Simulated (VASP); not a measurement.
# Bi in VASP: a series of runs

Aim: see how the results for Bi move with the level of theory and the settings. Levels: PBE0, LDA. Tasks: single point, relaxation of cell and atoms.

Everything below comes from runs of VASP 6.6.1. Logs are shortened: lines on timing, memory, paths and dates and some standing lists are left out, and cuts for length are marked.

### 1 The cell of the first run

The structure is cubic, space group Im-3m (No. 229). The conventional cell has a = 4.015 Å, b = 4.015 Å, c = 4.015 Å, α = 90.00°, β = 90.00°, γ = 90.00°. Bi (site symmetry m-3m) has 14 Bi at 3.48 to 4.02 Å within 4.6 Å.

This isn't the form of Bi at room conditions, which is rhombohedral.

### 2 Single point, PBE0

File POSCAR:

```
Bi
1.0
   -2.0075049763      2.0075049763      2.0075049763
    2.0075049763     -2.0075049763      2.0075049763
    2.0075049763      2.0075049763     -2.0075049763
Bi
1
Direct
    0.0000000000      0.0000000000      0.0000000000
```

File INCAR.step1:

```
ALGO = Normal
EDIFF = 1E-5
ENCUT = 520
GGA = PE
ISIF = 2
ISMEAR = -1
LASPH = T
LCHARG = F
LREAL = F
LWAVE = T
NBANDS = 14
NELM = 80
PREC = Accurate
SIGMA = 0.05
```

File INCAR.step2:

```
AEXX = 0.25
ALGO = Normal
EDIFF = 1E-7
ENCUT = 520
GGA = PE
ISIF = 2
ISMEAR = -1
ISTART = 1
LASPH = T
LCHARG = F
LHFCALC = T
LREAL = F
LWAVE = F
NBANDS = 14
NELM = 80
PREC = Accurate
PRECFOCK = Normal
SIGMA = 0.05
```

File KPOINTS:

```
k-points
0
Gamma
  6 6 6
```

Potentials or basis: VASP PAW PBE potentials, release 64 (Bi_d).

On the command line:

```console
cat potpaw_PBE.64/Bi_d/POTCAR > POTCAR
cp INCAR.step1 INCAR
mpirun -np 1 vasp_std > vasp.out
cp INCAR.step2 INCAR
mpirun -np 1 vasp_std > vasp.out
```

OUTCAR:

```text
AEXX = 0.25
   EDIFF = 1E-7
   ENCUT = 520
   GGA = PE
   ISIF = 2
   ISMEAR = -1
   ISTART = 1
   LASPH = T
   LHFCALC = T
   LREAL = F
   NELM = 80
   PREC = Accurate
   PRECFOCK = Normal

 ion  position               nearest neighbor table
   1  0.000  0.000  0.000-

  LATTYP: Found a body centered cubic cell.
 ALAT       =     4.0150099526

  Lattice vectors:

 A1 = (  -2.0075049763,   2.0075049763,   2.0075049763)
 A2 = (   2.0075049763,  -2.0075049763,   2.0075049763)
 A3 = (   2.0075049763,   2.0075049763,  -2.0075049763)

Analysis of symmetry for initial positions (statically):
=====================================================================
 Subroutine PRICEL returns:
 Original cell was already a primitive cell.

 Routine SETGRP: Setting up the symmetry group for a
 body centered cubic supercell.

 Subroutine GETGRP returns: Found 48 space group operations
 (whereof 48 operations were pure point group operations)
 out of a pool of 48 trial point group operations.

The static configuration has the point symmetry O_h .

Analysis of symmetry for dynamics (positions and initial velocities):
=====================================================================
 Subroutine PRICEL returns:
 Original cell was already a primitive cell.

 Routine SETGRP: Setting up the symmetry group for a
 body centered cubic supercell.

 Subroutine GETGRP returns: Found 48 space group operations
 (whereof 48 operations were pure point group operations)
 out of a pool of 48 trial point group operations.

The dynamic configuration has the point symmetry O_h .

 Subroutine INISYM returns: Found 48 space group operations
 (whereof 48 operations are pure point group operations),
 and found     1 'primitive' translations

----------------------------------------------------------------------------------------

                                     Primitive cell

  volume of cell :      32.3616

  direct lattice vectors                    reciprocal lattice vectors
    -2.007504976  2.007504976  2.007504976     0.000000000  0.249065385  0.249065385
     2.007504976 -2.007504976  2.007504976     0.249065385  0.000000000  0.249065385
     2.007504976  2.007504976 -2.007504976     0.249065385  0.249065385  0.000000000

  length of vectors
     3.477100615  3.477100615  3.477100615     0.352231646  0.352231646  0.352231646

  position of ions in fractional coordinates (direct lattice)
     0.000000000  0.000000000  0.000000000

  ion indices of the primitive-cell ions
   primitive index   ion index
                 1           1

----------------------------------------------------------------------------------------

 KPOINTS: k-points

Automatic generation of k-mesh.
 Grid dimensions read from file:
 generate k-points for:    6    6    6

 Generating k-lattice:

  Cartesian coordinates                     Fractional coordinates (reciprocal lattice)
     0.000000000  0.041510898  0.041510898     0.166666667  0.000000000  0.000000000
     0.041510898  0.000000000  0.041510898     0.000000000  0.166666667  0.000000000
     0.041510898  0.041510898  0.000000000     0.000000000  0.000000000  0.166666667

  Length of vectors
     0.058705274  0.058705274  0.058705274

  Shift w.r.t. Gamma in fractional coordinates (k-lattice)
     0.000000000  0.000000000  0.000000000

 Subroutine IBZKPT returns following result:
 ===========================================

 Found     16 irreducible k-points:

 Following reciprocal coordinates:
            Coordinates               Weight
  0.000000  0.000000  0.000000      1.000000
  0.166667  0.000000  0.000000     12.000000
  0.333333  0.000000  0.000000     12.000000
  0.500000  0.000000  0.000000      6.000000
  0.166667  0.166667  0.000000     24.000000
  0.333333  0.166667 -0.000000     48.000000
[... 8 lines left out ...]
  0.500000  0.500000  0.333333     12.000000
  0.500000  0.500000  0.500000      1.000000
   k-points           NKPTS =     16   k-points in BZ     NKDIM =    216   number of bands    NBANDS=     14
   number of dos      NEDOS =    301   number of ions     NIONS =      1
   total plane-waves  NPLWV =  21952
   dimension x,y,z NGX =    28 NGY =   28 NGZ =   28
   dimension x,y,z NGXF=    56 NGYF=   56 NGZF=   56
   ions per type =               1
   NGX,Y,Z   is equivalent  to a cutoff of  13.39, 13.39, 13.39 a.u.
   NGXF,Y,Z  is equivalent  to a cutoff of  26.77, 26.77, 26.77 a.u.
 SYSTEM =  unknown system
   PREC   = accura    normal or accurate (medium, high low for compatibility)
   ISTART =      1    job   : 0-new  1-cont  2-samecut
   ICHARG =      0    charge: 1-file 2-atom 10-const
   ISPIN  =      1    spin polarized calculation?
   LNONCOLLINEAR =      F non collinear calculations
   LSORBIT =      F    spin-orbit coupling
   LASPH  =      T    aspherical Exc in radial PAW
   ENCUT  =  520.0 eV  38.22 Ry    6.18 a.u.   6.47  6.47  6.47*2*pi/ulx,y,z
   NELM   =     80;   NELMIN=  2; NELMDL=  0     # of ELM steps
   EDIFF  = 0.1E-06   stopping-criterion for ELM
   LREAL  =      F    real-space projection
   EDIFFG = 0.1E-05   stopping-criterion for IOM
   NSW    =      0    number of steps for IOM
   IBRION =     -1    ionic relax: 0-MD 1-quasi-New 2-CG
   NFREE  =      0    steps in history (QN), initial steepest desc. (CG)
   ISIF   =      2    stress and relaxation
   ISYM   =      3    0-nonsym 1-usesym 2-fastsym
   POTIM  = 0.5000    time-step for ionic-motion
   TEBEG  =    0.0;   TEEND  =   0.0 temperature during run
   PSTRESS=    0.0 pullay stress
   NELECT =      15.0000    total number of electrons
   NUPDOWN=      -1.0000    fix difference up-down
   EMIN   =  10.00;   EMAX   =-10.00  energy-range for DOS
   EFERMI =   0.00;   METHOD = LEGACY
   ISMEAR =    -1;   SIGMA  =   0.05  broadening in eV -4-tet -1-fermi 0-gaus
   EFERMI_NEDOS =   21; number of points for ismear=-14 and -15
   IALGO  =     38    algorithm
   IMIX   =      1    mixing-type and parameters
     AMIX     =   0.40;   BMIX     =  1.00
     AMIX_MAG =   1.60;   BMIX_MAG =  1.00
  volume/ion in A,a.u.               =      32.36       218.39
  Fermi-wavevector in a.u.,A,eV,Ry     =   1.266957  2.394202 21.839808  1.605181
  Thomas-Fermi vector in A             =   2.400131
   LORBIT       =      0    0 simple, 1 ext, 2 COOP (PROOUT), +10 PAW based schemes
   GGA     = PE    functional components
   LHFCALC =     T    Hartree Fock is set to
   PRECFOCK=normal    Normal, Fast or Accurate (Low or Medium for compatibility)
   ENCUT4O =  -1.0   cutoff for four orbital integrals eV
   NKREDX  =     1    reduce k-point grid by
   NKREDY  =     1    reduce k-point grid by
   NKREDZ  =     1    reduce k-point grid by
   AEXX    =    0.2500 exact exchange contribution
   HFSCREEN=    0.0000 screening length (either q_TF or 0.3 A-1)
   HFSCREENC=   0.0000 screening length for correlation (either q_TF or 0.3 A-1)
   ENCUTFOCK=  -1.0 apply spherical cutoff to Coloumb kernel
   IVDW    =     0    specifies the selected vdW correction
   LEPSILON=     F    determine dielectric tensor
   LRPA    =     F    only Hartree local field effects (RPA)
 non-spin polarized calculation
  energy-cutoff  :      520.00
  volume of cell :       32.36
 maximum number of plane-waves:       893
 NGX is ok and might be reduce to    28
  NGX = 20; NGY = 20; NGZ = 20

 number of electron      15.0000004 magnetization

 Free energy of the ion-electron system (eV)
  ---------------------------------------------------
  ext. energy  EPLUGINS =         0.00000000
  ---------------------------------------------------
  free energy    TOTEN  =        -4.90466098 eV

  energy without entropy =       -4.89944560  energy(sigma->0) =       -4.90205329

 E-fermi :   6.8909     XC(G=0):  -7.9935

 val. band max:        6.7554988389   @ k =   0.3333   0.1667  -0.0000
 cond. band min:       7.3042895193   @ k =   0.3333   0.1667   0.1667
 fundamental gap:      0.5487906804
 Fermi energy:         6.8908602720

 k-point     1 :       0.0000    0.0000    0.0000
  band No.  band energies     occupation
      1     -18.2382      2.00000
      2     -18.2382      2.00000
      3     -18.2382      2.00000
      4     -18.1160      2.00000
      5     -18.1160      2.00000
      6      -7.7585      2.00000
      7      13.2119      0.00000
      8      13.2119      0.00000
      9      13.2119      0.00000
     10      17.0692      0.00000
     11      18.9688      0.00000
     12      18.9688      0.00000
     13      18.9688      0.00000
     14      19.9030      0.00000

 k-point     2 :       0.1667    0.0000    0.0000
  band No.  band energies     occupation
      1     -18.2477      2.00000
      2     -18.2237      2.00000
      3     -18.1898      2.00000
      4     -18.1263      2.00000
      5     -18.1187      2.00000
      6      -7.2203      2.00000
      7       9.2901      0.00000
      8      11.8822      0.00000
      9      12.7786      0.00000
     10      16.2182      0.00000
     11      17.3064      0.00000
     12      18.6278      0.00000
     13      19.6131      0.00000
     14      21.8098      0.00000

 k-point     3 :       0.3333    0.0000    0.0000
  band No.  band energies     occupation
      1     -18.2667      2.00000
      2     -18.2119      2.00000
      3     -18.1316      2.00000
      4     -18.1239      2.00000
      5     -18.0909      2.00000
      6      -5.7297      2.00000
      7       3.9011      2.00000
      8      10.0828      0.00000
      9      11.9281      0.00000
     10      14.5059      0.00000
     11      16.0867      0.00000
     12      19.6038      0.00000
     13      21.0540      0.00000
     14      25.4910      0.00000
[... 188 lines left out ...]
 k-point    15 :       0.5000    0.5000    0.3333
  band No.  band energies     occupation
      1     -18.2287      2.00000
      2     -18.2191      2.00000
      3     -18.1150      2.00000
      4     -18.0881      2.00000
      5     -18.0553      2.00000
      6      -2.9504      2.00000
      7       3.6304      2.00000
      8       5.6804      2.00000
      9       6.3045      1.99998
     10      12.7570      0.00000
     11      13.7392      0.00000
     12      21.7792      0.00000
     13      22.0417      0.00000
     14      25.5482      0.00000

 k-point    16 :       0.5000    0.5000    0.5000
  band No.  band energies     occupation
      1     -18.2491      2.00000
      2     -18.2491      2.00000
      3     -18.0601      2.00000
      4     -18.0601      2.00000
      5     -18.0601      2.00000
      6      -2.1746      2.00000
      7       4.9494      2.00000
      8       4.9494      2.00000
      9       4.9494      2.00000
     10      11.4939      0.00000
     11      11.4939      0.00000
     12      24.0996      0.00000
     13      26.1181      0.00000
     14      26.1181      0.00000

------------------------ aborting loop because EDIFF is reached ----------------------------------------

  FORCE on cell =-STRESS in cart. coord.  units (eV):
  Direction    XX          YY          ZZ          XY          YZ          ZX
  --------------------------------------------------------------------------------------
  -------------------------------------------------------------------------------------
  Total       -0.5707076     -0.5707076     -0.5707076     -0.0000000     -0.0000000      0.0000000
  in kB      -28.2549393    -28.2549393    -28.2549393     -0.0000000     -0.0000000      0.0000000
  external PRESSURE =     -28.2549393 kB  Pullay stress =       0.0000000 kB

 VOLUME and BASIS-vectors are now :
 -----------------------------------------------------------------------------
  energy-cutoff  :      520.00
  volume of cell :       32.36
      direct lattice vectors                 reciprocal lattice vectors
    -2.007504976  2.007504976  2.007504976     0.000000000  0.249065385  0.249065385
     2.007504976 -2.007504976  2.007504976     0.249065385  0.000000000  0.249065385
     2.007504976  2.007504976 -2.007504976     0.249065385  0.249065385  0.000000000

 POSITION                                       TOTAL-FORCE (eV/Angst)
 -----------------------------------------------------------------------------------
      0.00000      0.00000      0.00000         0.000000      0.000000      0.000000
 -----------------------------------------------------------------------------------
    total drift:                                0.000000      0.000000      0.000000

  FREE ENERGIE OF THE ION-ELECTRON SYSTEM (eV)
  ---------------------------------------------------
  free  energy   TOTEN  =        -4.9046609830 eV

  energy  without entropy=       -4.8994456010  energy(sigma->0) =       -4.90205329
```

It took 33 min on 1 thread of AMD EPYC 7R43 (Zen 3), shared host; peak memory 0.15 GiB.

Results:

- Free energy: -4.9047 eV
- Pressure: -2.8 GPa
- Band gap on the k mesh: zero (an odd number of electrons rules out a gap without spin polarisation)

Levels at points of the mesh, in eV from the Fermi level:
```csv
k point,band 5,band 6,band 7,band 8,band 9,band 10
"(0.00, 0.00, 0.00)",-25.01,-14.65,6.32,6.32,6.32,10.18
"(0.50, 0.00, 0.00)",-24.93,-11.36,-5.50,2.48,4.65,7.06
"(0.50, 0.50, 0.50)",-24.95,-9.07,-1.94,-1.94,-1.94,4.60
```

Caveat: the k points lie up to 0.37 Å⁻¹ apart, too coarse for converged energies and pressures of a metal; the PAW data sets were made with another functional, which shifts forces and pressure a little; spin-orbit coupling is left out, which moves the levels of the heavy elements.

### 3 Single point, LDA (the cell strained at random)

File INCAR:

```
ALGO = Normal ; EDIFF = 1E-6
ENCUT = 520 ; ISIF = 2
ISMEAR = -1 ; LASPH = T
LCHARG = F ; LREAL = F
LWAVE = F ; NBANDS = 14
NELM = 80 ; PREC = Accurate
SIGMA = 0.025
```

File KPOINTS:

```
k-points
0
Gamma
  7 7 7
```

File POSCAR:

```
Bi
1.0
   -1.9168629641      1.9151719766      1.9166906616
    1.9564807836     -1.9544636162      1.9979672912
    1.9569143781      1.9943678228     -1.9572761169
Bi
1
Direct
   -0.0131240000     -0.0075060000     -0.0117570000
```

Potentials or basis: VASP PAW LDA potentials, release 64 (Bi_d).

On the command line:

```console
cat potpaw_LDA.64/Bi_d/POTCAR > POTCAR
mpirun -np 1 vasp_std > vasp.out
```

Run time: 98 s. Hardware: 1 thread of Intel Xeon 8259CL, shared host; peak memory 0.19 GiB.

Results (log left out):

```
Free energy            : -4.4205 eV
Pressure               : 0.1 GPa
Band gap on the k mesh : zero (an odd number of electrons rules out a gap without spin polarisation)
```

Levels at points of the mesh, in eV from the Fermi level:
| k point | band 4 | band 5 | band 6 | band 7 | band 8 | band 9 | band 10 | band 11 |
| --- | --- | --- | --- | --- | --- | --- | --- | --- |
| (0.00, 0.00, 0.00) | -22.79 | -22.79 | -13.76 | 5.18 | 5.19 | 5.73 | 9.70 | 10.35 |

Caveat: the cell differs from its parent crystal (the cell strained at random); spin-orbit coupling is left out, which moves the levels of the heavy elements.

### 4 Relaxation of cell and atoms, LDA (the cell strained at random)

File INCAR:

```
SYSTEM = Bi
  PREC = Accurate
  ENCUT = 600
  EDIFF = 1E-6
  ISMEAR = -1
  SIGMA = 0.025
  LREAL = .False.
  LASPH = .True.
  NELM = 60
  ALGO = Normal
  ISIF = 3
  LWAVE = .False.
  LCHARG = .False.
  IBRION = 2
  NSW = 60
  EDIFFG = -0.01
```

File KPOINTS:

```
regular mesh
0
Gamma
  7 7 7
  0 0 0
```

File POSCAR:

```
Bi
1.0
   -1.9677310000      1.9756310000      1.9152550000
    2.0018910000     -2.0350780000      2.0088610000
    1.9605990000      2.0279450000     -1.9747020000
Bi
1
Direct
   -0.0131240000     -0.0075060000     -0.0117570000
```

On the command line:

```console
cat potpaw_LDA.64/Bi_d/POTCAR > POTCAR
mpirun -np 1 vasp_std > vasp.out
```

It took 33 min on 1 thread of Intel Xeon 8259CL, shared host; peak memory 0.23 GiB.

It converged, with:

| Property | Result |
| --- | --- |
| Free energy | -4.4225 eV |
| Relaxed volume | 29.94 Å³/atom |
| Relaxed cell | a = 3.362 Å, b = 3.430 Å, c = 3.365 Å, α = 111.03°, β = 106.01°, γ = 111.01° |
| Space group after relaxing (to 0.1 Å) | I4/mmm (No. 139) |
| Energy gained by relaxing | 11.6 meV/atom |
| Ionic steps | 38 |
| Pressure after relaxing | 0.0 GPa |
| Band gap on the k mesh | zero (an odd number of electrons rules out a gap without spin polarisation) |

The path:
| step | energy change (eV) | largest force (eV/Å) | pressure (GPa) | volume (Å³) |
| --- | --- | --- | --- | --- |
| 1 | 0.0000 | 0.0000 | -2.13 | 31.12 |
| 2 | -0.0052 | 0.0000 | 1.64 | 29.29 |
| 3 | -0.0083 | 0.0000 | 0.04 | 29.96 |
| 4 | -0.0083 | 0.0000 | 0.05 | 29.93 |
| 5 | -0.0082 | 0.0000 | 0.07 | 29.87 |
| 6 | -0.0089 | 0.0000 | 0.24 | 29.86 |
| 7 | -0.0093 | 0.0000 | 0.24 | 29.84 |
| 8 | -0.0094 | 0.0000 | -0.26 | 30.08 |
| 9 | -0.0095 | 0.0000 | -0.06 | 29.99 |
| 10 | -0.0096 | 0.0000 | -0.06 | 29.96 |
| 11 | -0.0097 | 0.0000 | 0.03 | 29.93 |
| 12 | -0.0097 | 0.0000 | -0.03 | 29.95 |
| 13 | -0.0098 | 0.0000 | -0.17 | 30.03 |
| 14 | -0.0098 | 0.0000 | -0.17 | 30.04 |
| 15 | -0.0098 | 0.0000 | -0.17 | 30.04 |
| 16 | -0.0099 | 0.0000 | -0.18 | 30.04 |
| 17 | -0.0101 | 0.0000 | -0.21 | 30.05 |
| 18 | -0.0101 | 0.0000 | -0.26 | 30.07 |
| 19 | -0.0102 | 0.0000 | -0.26 | 30.06 |
| 20 | -0.0102 | 0.0000 | -0.24 | 30.06 |
| 21 | -0.0103 | 0.0000 | -0.25 | 30.06 |
| 22 | -0.0102 | 0.0000 | -0.26 | 30.05 |
| 23 | -0.0103 | 0.0000 | -0.24 | 30.05 |
| 24 | -0.0103 | 0.0000 | -0.24 | 30.05 |
| 25 | -0.0103 | 0.0000 | -0.26 | 30.05 |
| 26 | -0.0105 | 0.0000 | -0.26 | 30.03 |
| 27 | -0.0107 | 0.0000 | -0.18 | 30.00 |
| 28 | -0.0111 | 0.0000 | 0.01 | 29.94 |
| 29 | -0.0114 | 0.0000 | 0.28 | 29.81 |
| 30 | -0.0116 | 0.0000 | 0.21 | 29.86 |
| 31 | -0.0116 | 0.0000 | -0.09 | 29.98 |
| 32 | -0.0116 | 0.0000 | -0.04 | 29.94 |
| 33 | -0.0116 | 0.0000 | -0.03 | 29.93 |
| 34 | -0.0116 | 0.0000 | 0.07 | 29.89 |
| 35 | -0.0116 | 0.0000 | 0.13 | 29.92 |
| 36 | -0.0116 | 0.0000 | 0.04 | 29.93 |
| 37 | -0.0116 | 0.0000 | 0.05 | 29.93 |
| 38 | -0.0116 | 0.0000 | 0.02 | 29.94 |

Final structure:
```cif
data_structure
_symmetry_space_group_name_H-M 'P 1'
_symmetry_Int_Tables_number 1
_cell_length_a 3.3624
_cell_length_b 3.4295
_cell_length_c 3.3646
_cell_angle_alpha 111.033
_cell_angle_beta 106.010
_cell_angle_gamma 111.011
_cell_volume 29.94
loop_
_atom_site_label
_atom_site_type_symbol
_atom_site_fract_x
_atom_site_fract_y
_atom_site_fract_z
_atom_site_occupancy
Bi1 Bi 0.98688 0.99249 0.98824 1
```

Levels at points of the mesh, in eV from the Fermi level:
| k point | band 4 | band 5 | band 6 | band 7 | band 8 | band 9 | band 10 | band 11 |
| --- | --- | --- | --- | --- | --- | --- | --- | --- |
| (0.00, 0.00, 0.00) | -22.78 | -22.76 | -13.74 | 5.22 | 5.34 | 5.58 | 9.75 | 10.22 |

Caveat: the cell differs from its parent crystal (the cell strained at random); spin-orbit coupling is left out, which moves the levels of the heavy elements.

### 5 Summary

```csv
task,level,potentials or basis,cell,k mesh,cutoff (eV),smearing,grid for exact exchange (PRECFOCK),share of exact exchange,gap on the mesh (eV),pressure (GPa)
single point,PBE0,"VASP PAW PBE potentials, release 64 (Bi_d)","a = 3.477 Å, angles 109.5°, 1 atom",6 × 6 × 6,520,fermi-dirac 0.05 eV,Normal,0.25,none,-2.8
single point,LDA,"VASP PAW LDA potentials, release 64 (Bi_d)","a = 3.319, b = 3.412, c = 3.411 Å, angles 110.0, 109.0, 108.9°, 1 atom",7 × 7 × 7,520,fermi-dirac 0.025 eV,-,-,none,0.1
relaxation of cell and atoms,LDA,"VASP PAW LDA potentials, release 64 (Bi_d)","relaxed from a = 3.383, b = 3.491, c = 3.443 Å, angles 110.3, 108.2, 110.4°, 1 atom",7 × 7 × 7,600,fermi-dirac 0.025 eV,-,-,none,0.0
```

Alike in all rows: no spin polarisation.

Caveats: some runs use coarse meshes; spin-orbit coupling is left out, which moves the levels of the heavy elements; the PAW data sets were made with another functional, which shifts forces and pressure a little (at least some runs).

Absolute energies hang on the potentials; compare differences alone.

The gap in the log of VASP goes by the Fermi energy; the results here count the filled bands.